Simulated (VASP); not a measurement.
The system is Ta2N.

```
Ta N
1.0
     3.04932    0.00000    0.00000
    -1.52466    2.64079    0.00000
     0.00000    0.00000    4.77043
Ta N
2 1
Direct
  0.33333 0.66667 0.25471
  0.66667 0.33333 0.74529
  0.00000 0.00000 0.00000
```

Base run:

- Program: VASP 6.6.1
- Functional: PBEsol
- Potentials or basis: VASP PAW PBE potentials, release 64 (Ta_pv, N)
- Cutoff: 520 eV
- k mesh: 10 × 10 × 6
- Occupations: gaussian, width 0.1 eV
- Spin: no spin polarisation
- Hubbard terms: Ta d U = 2.0 eV

Its results: pressure 16.6 GPa; largest force 0.419 eV/Å.

Problem. The run is repeated on the same cell with these changes: occupations from gaussian, width 0.1 eV to fermi-dirac, width 0.05 eV; hubbard terms from Ta d U = 2.0 eV to none. What comes out?

Solution. Pressure 10.2 GPa; largest force 0.134 eV/Å.

Caveats: the PAW data sets were made with another functional, which shifts forces and pressure a little; U without spin polarisation on a metal has little footing (some runs).
